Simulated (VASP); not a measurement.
# Sr (Fm-3m) in VASP: settings compared

Sr is run at these levels: revPBE+D4, r2SCAN, PBEsol+D4; tasks: single point.

All numbers are computed with VASP 6.6.1; they aren't measurements. Logs are shortened: lines on timing, memory, paths and dates and some standing lists are left out, and cuts for length are marked.

**1. The cell of the first run**

Symmetry: Fm-3m, No. 225, cubic system. The conventional cell has a = 6.085 Å, b = 6.085 Å, c = 6.085 Å, α = 90.00°, β = 90.00°, γ = 90.00°. Within 5.6 Å of Sr (site symmetry m-3m) lie 12 Sr at 4.30 Å.

**2. Single point, revPBE+D4**

INCAR reads:

```
SYSTEM = Sr
PREC     = Accurate       ! precision mode
ENCUT    = 520            ! plane-wave cutoff, eV
EDIFF    = 1E-6           ! SCF threshold, eV
ISMEAR   = -5             ! smearing method
SIGMA    = 0.05           ! smearing width, eV
LREAL    = .False.        ! projectors in reciprocal space
LASPH    = .True.         ! aspherical terms in the spheres
NELM     = 80             ! most SCF steps
ALGO     = Normal         ! electronic algorithm
ISIF     = 2              ! what is computed and relaxed
LWAVE    = .False.        ! write WAVECAR
LCHARG   = .False.        ! write CHGCAR
GGA      = RE             ! functional
IVDW     = 13             ! dispersion correction
NBANDS   = 11             ! bands
```

KPOINTS reads:

```
regular mesh
0
Gamma
  8 8 8
  0 0 0
```

POSCAR reads:

```
Sr
1.0
    0.0000000000      3.0423500000      3.0423500000
    3.0423500000      0.0000000000      3.0423500000
    3.0423500000      3.0423500000      0.0000000000
Sr
1
Direct
    0.0000000000      0.0000000000      0.0000000000
```

Potentials or basis: VASP PAW PBE potentials, release 64 (Sr_sv).

Run with:

```bash
$ cat potpaw_PBE.64/Sr_sv/POTCAR > POTCAR
$ mpirun -np 1 vasp_std > vasp.out
```

OUTCAR:

```text
SYSTEM = Sr
   PREC = Accurate
   ENCUT = 520
   EDIFF = 1E-6
   ISMEAR = -5
   LREAL = .False.
   LASPH = .True.
   NELM = 80
   ISIF = 2
   GGA = RE
   IVDW = 13

 ion  position               nearest neighbor table
   1  0.000  0.000  0.000-

  LATTYP: Found a face centered cubic cell.
 ALAT       =     6.0847000000

  Lattice vectors:

 A1 = (   0.0000000000,   3.0423500000,   3.0423500000)
 A2 = (   3.0423500000,   0.0000000000,   3.0423500000)
 A3 = (   3.0423500000,   3.0423500000,   0.0000000000)

Analysis of symmetry for initial positions (statically):
=====================================================================
 Subroutine PRICEL returns:
 Original cell was already a primitive cell.

 Routine SETGRP: Setting up the symmetry group for a
 face centered cubic supercell.

 Subroutine GETGRP returns: Found 48 space group operations
 (whereof 48 operations were pure point group operations)
 out of a pool of 48 trial point group operations.

The static configuration has the point symmetry O_h .

Analysis of symmetry for dynamics (positions and initial velocities):
=====================================================================
 Subroutine PRICEL returns:
 Original cell was already a primitive cell.

 Routine SETGRP: Setting up the symmetry group for a
 face centered cubic supercell.

 Subroutine GETGRP returns: Found 48 space group operations
 (whereof 48 operations were pure point group operations)
 out of a pool of 48 trial point group operations.

The dynamic configuration has the point symmetry O_h .

 Subroutine INISYM returns: Found 48 space group operations
 (whereof 48 operations are pure point group operations),
 and found     1 'primitive' translations

----------------------------------------------------------------------------------------

                                     Primitive cell

  volume of cell :      56.3193

  direct lattice vectors                    reciprocal lattice vectors
     0.000000000  3.042350000  3.042350000    -0.164346640  0.164346640  0.164346640
     3.042350000  0.000000000  3.042350000     0.164346640 -0.164346640  0.164346640
     3.042350000  3.042350000  0.000000000     0.164346640  0.164346640 -0.164346640

  length of vectors
     4.302532631  4.302532631  4.302532631     0.284656730  0.284656730  0.284656730

  position of ions in fractional coordinates (direct lattice)
     0.000000000  0.000000000  0.000000000

  ion indices of the primitive-cell ions
   primitive index   ion index
                 1           1

----------------------------------------------------------------------------------------

 KPOINTS: regular mesh

Automatic generation of k-mesh.
 Grid dimensions read from file:
 generate k-points for:    8    8    8

 Generating k-lattice:

  Cartesian coordinates                     Fractional coordinates (reciprocal lattice)
    -0.020543330  0.020543330  0.020543330     0.125000000  0.000000000  0.000000000
     0.020543330 -0.020543330  0.020543330     0.000000000  0.125000000  0.000000000
     0.020543330  0.020543330 -0.020543330     0.000000000  0.000000000  0.125000000

  Length of vectors
     0.035582091  0.035582091  0.035582091

  Shift w.r.t. Gamma in fractional coordinates (k-lattice)
     0.000000000  0.000000000  0.000000000

 TETIRR: Found     76 inequivalent tetrahedra from     3072

 Subroutine IBZKPT returns following result:
 ===========================================

 Found     29 irreducible k-points:

 Following reciprocal coordinates:
            Coordinates               Weight
  0.000000  0.000000  0.000000      1.000000
  0.125000  0.000000  0.000000      8.000000
  0.250000  0.000000  0.000000      8.000000
  0.375000  0.000000  0.000000      8.000000
  0.500000  0.000000  0.000000      4.000000
  0.125000  0.125000  0.000000      6.000000
[... 16 lines left out ...]
  0.500000  0.250000  0.125000     48.000000
 -0.375000  0.250000  0.125000     24.000000
 [... further k-points ...]
   k-points           NKPTS =     29   k-points in BZ     NKDIM =     29   number of bands    NBANDS=     11
   number of dos      NEDOS =    301   number of ions     NIONS =      1
   total plane-waves  NPLWV =  32768
   dimension x,y,z NGX =    32 NGY =   32 NGZ =   32
   dimension x,y,z NGXF=    64 NGYF=   64 NGZF=   64
   ions per type =               1
   NGX,Y,Z   is equivalent  to a cutoff of  12.36, 12.36, 12.36 a.u.
   NGXF,Y,Z  is equivalent  to a cutoff of  24.73, 24.73, 24.73 a.u.
 SYSTEM =  Sr
   PREC   = accura    normal or accurate (medium, high low for compatibility)
   ISTART =      0    job   : 0-new  1-cont  2-samecut
   ICHARG =      2    charge: 1-file 2-atom 10-const
   ISPIN  =      1    spin polarized calculation?
   LNONCOLLINEAR =      F non collinear calculations
   LSORBIT =      F    spin-orbit coupling
   LASPH  =      T    aspherical Exc in radial PAW
   ENCUT  =  520.0 eV  38.22 Ry    6.18 a.u.   8.00  8.00  8.00*2*pi/ulx,y,z
   NELM   =     80;   NELMIN=  2; NELMDL= -5     # of ELM steps
   EDIFF  = 0.1E-05   stopping-criterion for ELM
   LREAL  =      F    real-space projection
   EDIFFG = 0.1E-04   stopping-criterion for IOM
   NSW    =      0    number of steps for IOM
   IBRION =     -1    ionic relax: 0-MD 1-quasi-New 2-CG
   NFREE  =      0    steps in history (QN), initial steepest desc. (CG)
   ISIF   =      2    stress and relaxation
   ISYM   =      2    0-nonsym 1-usesym 2-fastsym
   POTIM  = 0.5000    time-step for ionic-motion
   TEBEG  =    0.0;   TEEND  =   0.0 temperature during run
   PSTRESS=    0.0 pullay stress
   NELECT =      10.0000    total number of electrons
   NUPDOWN=      -1.0000    fix difference up-down
   EMIN   =  10.00;   EMAX   =-10.00  energy-range for DOS
   EFERMI =   0.00;   METHOD = LEGACY
   ISMEAR =    -5;   SIGMA  =   0.05  broadening in eV -4-tet -1-fermi 0-gaus
   EFERMI_NEDOS =   21; number of points for ismear=-14 and -15
   IALGO  =     38    algorithm
   IMIX   =      4    mixing-type and parameters
     AMIX     =   0.40;   BMIX     =  1.00
     AMIX_MAG =   1.60;   BMIX_MAG =  1.00
  volume/ion in A,a.u.               =      56.32       380.06
  Fermi-wavevector in a.u.,A,eV,Ry     =   0.920144  1.738819 11.519569  0.846664
  Thomas-Fermi vector in A             =   2.045416
   LORBIT       =      0    0 simple, 1 ext, 2 COOP (PROOUT), +10 PAW based schemes
   GGA     = RE    functional components
   LHFCALC =     F    Hartree Fock is set to
   AEXX    =    0.0000 exact exchange contribution
   IVDW    =    13    specifies the selected vdW correction
   LEPSILON=     F    determine dielectric tensor
   LRPA    =     F    only Hartree local field effects (RPA)
 non-spin polarized calculation
 Fermi weights with tetrahedron method with Bloechl corrections
  energy-cutoff  :      520.00
  volume of cell :       56.32
 maximum number of plane-waves:      1540
   NGX = 15   NGY = 15   NGZ = 15

 number of electron      10.0000000 magnetization

 Free energy of the ion-electron system (eV)
  ---------------------------------------------------
  ext. energy  EPLUGINS =         0.00000000
  ---------------------------------------------------
  free energy    TOTEN  =        -1.48165442 eV

  energy without entropy =       -1.48165442  energy(sigma->0) =       -1.48165442

 E-fermi :   1.6059     XC(G=0):  -7.1910

 val. band max:        1.6611222760   @ k =  -0.2500   0.5000   0.2500
 cond. band min:       1.5776109431   @ k =  -0.3750   0.2500   0.1250
 fundamental gap:     -0.0835113329
 Fermi energy:         1.6058793770

 k-point     1 :       0.0000    0.0000    0.0000
  band No.  band energies     occupation
      1     -35.1150      2.00000
      2     -17.0103      2.00000
      3     -17.0103      2.00000
      4     -17.0103      2.00000
      5      -2.0084      2.00000
      6       3.9389      0.00000
      7       3.9389      0.00000
      8       3.9389      0.00000
      9       5.3649      0.00000
     10       5.3649      0.00000
     11       8.5895      0.00000

 k-point     2 :       0.1250    0.0000    0.0000
  band No.  band energies     occupation
      1     -35.1132      2.00000
      2     -17.0368      2.00000
      3     -17.0139      2.00000
      4     -17.0139      2.00000
      5      -1.7658      2.00000
      6       3.5759      0.00000
      7       4.0423      0.00000
      8       4.0423      0.00000
      9       5.2351      0.00000
     10       5.2351      0.00000
     11       9.1373      0.00000

 k-point     3 :       0.2500    0.0000    0.0000
  band No.  band energies     occupation
      1     -35.1089      2.00000
      2     -17.0998      2.00000
      3     -17.0225      2.00000
      4     -17.0225      2.00000
      5      -1.0887      2.00000
      6       2.8548      0.00000
      7       4.0827      0.00000
      8       4.0827      0.00000
      9       5.3142      0.00000
     10       5.3142      0.00000
     11       8.2604      0.00000

 k-point     4 :       0.3750    0.0000    0.0000
  band No.  band energies     occupation
      1     -35.1045      2.00000
      2     -17.1616      2.00000
      3     -17.0311      2.00000
      4     -17.0311      2.00000
      5      -0.1511      2.00000
      6       2.1112     -0.00066
      7       3.8813      0.00000
      8       3.8813      0.00000
      9       5.9370      0.00000
     10       5.9371      0.00000
     11       7.4391      0.00000
[... 239 lines left out ...]
 k-point    22 :       0.3750    0.2500    0.1250
  band No.  band energies     occupation
      1     -35.1056      2.00000
      2     -17.1152      2.00000
      3     -17.0550      2.00000
      4     -17.0336      2.00000
      5      -0.5201      2.00000
      6       2.6307      0.00000
      7       3.4189      0.00000
      8       4.5530      0.00000
      9       4.7509      0.00000
     10       6.0892      0.00000
     11       8.5417      0.00000

 k-point    23 :       0.5000    0.2500    0.1250
  band No.  band energies     occupation
      1     -35.1021      2.00000
      2     -17.1484      2.00000
      3     -17.0745      2.00000
      4     -17.0439      2.00000
      5       0.3852      2.00000
      6       2.1700     -0.00409
      7       2.9753      0.00000
      8       4.3476      0.00000
      9       5.4654      0.00000
     10       6.5992      0.00000
     11       7.2584      0.00000

 k-point    24 :      -0.3750    0.2500    0.1250
  band No.  band energies     occupation
      1     -35.1007      2.00000
      2     -17.1627      2.00000
      3     -17.0807      2.00000
      4     -17.0494      2.00000
      5       1.1568      2.00000
      6       1.5776      0.03536
      7       2.9345      0.00000
      8       4.2239      0.00000
      9       5.8671      0.00000
     10       6.6201      0.00000
     11       6.7592      0.00000

 [... further k-points ...]

------------------------ aborting loop because EDIFF is reached ----------------------------------------

  DFT-D4 for vdW energy calculation

  Edisp (eV):   -0.16694

  FORCE on cell =-STRESS in cart. coord.  units (eV):
  Direction    XX          YY          ZZ          XY          YZ          ZX
  --------------------------------------------------------------------------------------
  -------------------------------------------------------------------------------------
  Total      -0.13175    -0.13175    -0.13175     0.00000    -0.00000     0.00000
  in kB      -3.74800    -3.74800    -3.74800     0.00000    -0.00000     0.00000
  external pressure =       -3.75 kB  Pullay stress =        0.00 kB

 VOLUME and BASIS-vectors are now :
 -----------------------------------------------------------------------------
  energy-cutoff  :      520.00
  volume of cell :       56.32
      direct lattice vectors                 reciprocal lattice vectors
     0.000000000  3.042350000  3.042350000    -0.164346640  0.164346640  0.164346640
     3.042350000  0.000000000  3.042350000     0.164346640 -0.164346640  0.164346640
     3.042350000  3.042350000  0.000000000     0.164346640  0.164346640 -0.164346640

 POSITION                                       TOTAL-FORCE (eV/Angst)
 -----------------------------------------------------------------------------------
      0.00000      0.00000      0.00000        -0.000000     -0.000000     -0.000000
 -----------------------------------------------------------------------------------
    total drift:                                0.000000      0.000000     -0.000000

  FREE ENERGIE OF THE ION-ELECTRON SYSTEM (eV)
  ---------------------------------------------------
  free  energy   TOTEN  =        -1.6485975404 eV

  energy  without entropy=       -1.6485975404  energy(sigma->0) =       -1.64859754
```

Wall time 15 s (1 thread of Intel Xeon 8259CL, shared host); peak memory 0.17 GiB.

Results:

```
Free energy                : -1.6486 eV
Pressure                   : -0.4 GPa
Band gap on the k mesh     : zero (bands 5 and 6 overlap by 0.08 eV)
Dispersion energy per atom : -0.167 eV
```

Caveat: the PAW data sets were made with another functional, which shifts forces and pressure a little; tetrahedron occupations give inexact forces and stress in metals.

**3. Single point, r2SCAN**

POSCAR is that of step 2.

INCAR.step1 reads:

```
ALGO = Normal
EDIFF = 1E-4
ENCUT = 520
GGA = PE
ISMEAR = 0
LASPH = T
LCHARG = F
LREAL = F
LWAVE = T
NBANDS = 11
NELM = 80
PREC = Accurate
SIGMA = 0.1
```

INCAR.step2 reads:

```
ALGO = Normal
EDIFF = 1E-7
ENCUT = 520
ISIF = 2
ISMEAR = 0
ISTART = 1
LASPH = T
LCHARG = F
LMIXTAU = T
LREAL = F
LWAVE = F
METAGGA = R2SCAN
NBANDS = 11
NELM = 80
PREC = Accurate
SIGMA = 0.1
```

KPOINTS reads:

```
k-points
0
Gamma
  8 8 8
```

Potentials or basis: VASP PAW PBE potentials, release 64 (Sr_sv).

Run with:

```bash
$ cat potpaw_PBE.64/Sr_sv/POTCAR > POTCAR
$ cp INCAR.step1 INCAR
$ mpirun -np 1 vasp_std > vasp.out
$ cp INCAR.step2 INCAR
$ mpirun -np 1 vasp_std > vasp.out
```

OUTCAR:

```text
EDIFF = 1E-7
   ENCUT = 520
   ISIF = 2
   ISMEAR = 0
   ISTART = 1
   LASPH = T
   LREAL = F
   METAGGA = R2SCAN
   NELM = 80
   PREC = Accurate

 ion  position               nearest neighbor table
   1  0.000  0.000  0.000-

  LATTYP: Found a face centered cubic cell.
 ALAT       =     6.0847000000

  Lattice vectors:

 A1 = (   0.0000000000,   3.0423500000,   3.0423500000)
 A2 = (   3.0423500000,   0.0000000000,   3.0423500000)
 A3 = (   3.0423500000,   3.0423500000,   0.0000000000)

[... 512 lines left out ...]
     10       7.0041      0.00000
     11       7.2501      0.00000

 [... further k-points ...]

------------------------ aborting loop because EDIFF is reached ----------------------------------------

  FORCE on cell =-STRESS in cart. coord.  units (eV):
  Direction    XX          YY          ZZ          XY          YZ          ZX
  --------------------------------------------------------------------------------------
  -------------------------------------------------------------------------------------
  Total        0.0248214      0.0248214      0.0248214      0.0000000      0.0000000     -0.0000000
  in kB        0.7061200      0.7061200      0.7061200      0.0000000      0.0000000     -0.0000000
  external PRESSURE =       0.7061200 kB  Pullay stress =       0.0000000 kB

 VOLUME and BASIS-vectors are now :
 -----------------------------------------------------------------------------
  energy-cutoff  :      520.00
  volume of cell :       56.32
      direct lattice vectors                 reciprocal lattice vectors
     0.000000000  3.042350000  3.042350000    -0.164346640  0.164346640  0.164346640
     3.042350000  0.000000000  3.042350000     0.164346640 -0.164346640  0.164346640
     3.042350000  3.042350000  0.000000000     0.164346640  0.164346640 -0.164346640

 POSITION                                       TOTAL-FORCE (eV/Angst)
 -----------------------------------------------------------------------------------
      0.00000      0.00000      0.00000         0.000000     -0.000000     -0.000000
 -----------------------------------------------------------------------------------
    total drift:                                0.000000      0.000000     -0.000000

  FREE ENERGIE OF THE ION-ELECTRON SYSTEM (eV)
  ---------------------------------------------------
  free  energy   TOTEN  =       -15.1041057814 eV

  energy  without entropy=      -15.0973463919  energy(sigma->0) =      -15.10072609
```

Wall time 72 s (1 thread of Intel Xeon 8259CL, shared host); peak memory 0.19 GiB.

What came out:

```yaml
Free_energy: -15.1041 eV
Pressure: 0.1 GPa
Band_gap_on_the_k_mesh: zero (bands 5 and 6 overlap by 0.18 eV)
```

Caveat: the PAW data sets were made with another functional, which shifts forces and pressure a little.

**4. Single point, PBEsol+D4, collinear spin (58.57 Å³/atom)**

This run uses another cell than the first one, of 58.57 Å³/atom.

INCAR reads:

```
PREC = Accurate ; ENCUT = 520
EDIFF = 1E-7 ; ISMEAR = -1
SIGMA = 0.025 ; LREAL = False
LASPH = True ; NELM = 150
ALGO = Fast ; ISIF = 2
LWAVE = False ; LCHARG = False
ISPIN = 2 ; MAGMOM = 0.5
LORBIT = 11 ; GGA = PS
IVDW = 13 ; NBANDS = 15
```

KPOINTS reads:

```
Automatic mesh
0
Gamma
  8 8 8
```

POSCAR reads:

```
Sr
1.0
    0.0000000000      3.0823855122      3.0823855122
    3.0823855122      0.0000000000      3.0823855122
    3.0823855122      3.0823855122      0.0000000000
Sr
1
Direct
    0.0000000000      0.0000000000      0.0000000000
```

Run with:

```bash
$ cat potpaw_PBE.64/Sr_sv/POTCAR > POTCAR
$ mpirun -np 1 vasp_std > vasp.out
```

Run time: 68 s. Hardware: 1 thread of Intel Xeon 8259CL, shared host; peak memory 0.22 GiB.

It converged, with:

* Free energy: -1.8938 eV
* Pressure: -1.5 GPa
* Band gap on the k mesh: zero (filled and empty bands overlap)
* Net moment: 0.00 μB per cell
* Valence electrons inside the program's atomic spheres: Sr 7.87
* Dispersion energy per atom: -0.076 eV

Levels at points of the mesh, in eV from the Fermi level:
Spin up:
```csv
k point,band 2,band 3,band 4,band 5,band 6,band 7,band 8,band 9
"(0.00, 0.00, 0.00)",-18.55,-18.55,-18.55,-3.54,2.29,2.29,2.29,3.66
"(0.50, 0.00, 0.00)",-18.71,-18.58,-18.58,-1.08,0.03,2.14,2.14,4.63
"(0.50, 0.50, 0.00)",-18.70,-18.61,-18.61,-0.56,0.41,0.95,4.64,4.92
```
Spin down:
| k point | band 2 | band 3 | band 4 | band 5 | band 6 | band 7 | band 8 | band 9 |
| --- | --- | --- | --- | --- | --- | --- | --- | --- |
| (0.00, 0.00, 0.00) | -18.55 | -18.55 | -18.55 | -3.54 | 2.29 | 2.29 | 2.29 | 3.66 |
| (0.50, 0.00, 0.00) | -18.71 | -18.58 | -18.58 | -1.08 | 0.03 | 2.14 | 2.14 | 4.63 |
| (0.50, 0.50, 0.00) | -18.70 | -18.61 | -18.61 | -0.56 | 0.41 | 0.95 | 4.64 | 4.92 |

Caveat: the PAW data sets were made with another functional, which shifts forces and pressure a little.

**5. The runs side by side**

```csv
level,spin,cell,smearing,gap on the mesh (eV),pressure (GPa)
revPBE+D4,off,"a = 4.303 Å, angles 60.0°, 1 atom",tetrahedron,none,-0.4
r2SCAN,off,"a = 4.303 Å, angles 60.0°, 1 atom",gaussian 0.1 eV,none,0.1
PBEsol+D4,collinear,"a = 4.359 Å, angles 60.0°, 1 atom",fermi-dirac 0.025 eV,none,-1.5
```

Alike in all rows: task single point; potentials or basis VASP PAW PBE potentials, release 64 (Sr_sv); k mesh 8 × 8 × 8; cutoff (eV) 520.

Caveats: the PAW data sets were made with another functional, which shifts forces and pressure a little; tetrahedron occupations give inexact forces and stress in metals (at least some runs).

Total energies depend on the potentials used, so only differences within one code and one set of settings carry meaning.
